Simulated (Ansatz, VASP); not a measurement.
**GaP in VASP and in Ansatz**

```
Ga P
1.0
     0.00000    2.71944    2.71944
     2.71944    0.00000    2.71944
     2.71944    2.71944    0.00000
Ga P
1 1
Direct
  0.00000 0.00000 0.00000
  0.75000 0.75000 0.75000
```

Alike in both runs: task single point; functional r2SCAN; k mesh 8 × 8 × 8; occupations gaussian, width 0.02 eV; no spin polarisation.

|  | VASP | Ansatz |
| --- | --- | --- |
| version | VASP 6.6.1 | Ansatz 0.2.0 |
| potentials or method | VASP PAW PBE potentials, release 64 (Ga_d, P), cutoff 520 eV | scalar-relativistic, plane waves, PAW |
| valence electrons in the cell | 18 | 18 |

Ansatz gave:

| Property | Result |
| --- | --- |
| gap on the k mesh at the Fermi level (eV) | 1.89 |
| least direct gap on the mesh (eV) | 2.42 |
| pressure (GPa) | 0.6 |

Problem. Estimate VASP's values.

Solution. gap on the k mesh at the Fermi level (eV): 1.89; least direct gap on the mesh (eV): 2.40; pressure (GPa): 0.6.

VASP's potentials were made for PBE, not for r2SCAN.
